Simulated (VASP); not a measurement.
Crystal: InSb5.

```
In Sb
1.0
     3.37698    0.00000    0.00000
     0.00000    3.37698    0.00000
     0.00000    0.00000   14.50345
In Sb
1 5
Direct
  0.50000 0.50000 0.00000
  0.50000 0.50000 0.33643
  0.50000 0.50000 0.66357
  0.00000 0.00000 0.17302
  0.00000 0.00000 0.82698
  0.00000 0.00000 0.50000
```

The cell was built from a structure type or drawn by symmetry, and may not be a known phase.

* Program: VASP 6.6.1
* Task: relaxation of cell and atoms
* Functional: PBE
* Potentials or basis: VASP PAW PBE potentials, release 64 (In_d, Sb)
* Cutoff: 600 eV
* k mesh: 12 × 12 × 4
* Occupations: gaussian, width 0.1 eV
* Spin: no spin polarisation

At the start: pressure 0.3 GPa; volume 27.57 Å³/atom.

Q: How do energy, volume and symmetry change on relaxing?

A: Over 39 steps the energy falls by 22.0 meV/atom and the volume is 28.20 Å³/atom (+2.3 %); space group P4/mmm (No. 123, to 0.1 Å) before and after.

Step by step:
```tsv
step	energy change (eV)	largest force (eV/Å)	pressure (GPa)	volume (Å³)
1	0.0000	0.0460	0.28	165.40
2	-0.0010	0.0343	-0.11	166.57
3	-0.0010	0.0359	-0.05	166.40
4	-0.0015	0.0346	-0.05	166.38
5	-0.0028	0.0293	-0.05	166.33
6	-0.0059	0.0200	-0.04	166.22
7	-0.0126	0.0882	0.05	165.96
8	-0.0292	0.1639	0.34	165.30
9	-0.0717	0.1904	1.55	163.43
10	-0.0730	0.1873	1.37	163.62
11	-0.0725	0.1888	1.45	163.53
12	-0.0726	0.1887	1.46	163.53
13	-0.0727	0.1885	1.46	163.54
14	-0.0730	0.1881	1.48	163.55
15	-0.0734	0.1871	1.51	163.58
16	-0.0741	0.1856	1.58	163.64
17	-0.0741	0.1934	1.72	163.75
18	-0.0743	0.1846	1.66	163.71
19	-0.0752	0.1847	1.64	163.79
20	-0.0780	0.1847	1.57	164.06
21	-0.0833	0.1841	1.42	164.58
22	-0.0922	0.1817	1.13	165.63
23	-0.1033	0.1787	0.56	167.74
24	-0.1021	0.1828	-0.44	171.95
25	-0.1065	0.1820	0.08	169.69
26	-0.1073	0.1793	0.07	169.67
27	-0.1097	0.1710	0.07	169.61
28	-0.1140	0.1542	0.07	169.49
29	-0.1212	0.1191	0.06	169.26
30	-0.1299	0.0477	0.09	168.79
31	-0.1226	0.0935	0.29	167.85
32	-0.1311	0.0125	0.13	168.53
33	-0.1312	0.0203	-0.21	169.75
34	-0.1315	0.0169	-0.06	169.17
35	-0.1319	0.0157	0.00	169.19
36	-0.1319	0.0155	0.00	169.19
37	-0.1319	0.0155	0.00	169.19
38	-0.1319	0.0131	0.00	169.20
39	-0.1320	0.0059	0.00	169.23
```

Final structure:
```
In Sb
1.0
     3.16155    0.00000    0.00000
     0.00000    3.16155    0.00000
     0.00000    0.00000   16.93040
In Sb
1 5
Direct
  0.50000 0.50000 0.00000
  0.50000 0.50000 0.34182
  0.50000 0.50000 0.65818
  0.00000 0.00000 0.16462
  0.00000 0.00000 0.83538
  0.00000 0.00000 0.50000
```

Caveat: the highest band is partly filled, so the run has too few bands; a cell axis changed by over 15 % at a fixed basis, so the end point is rough.
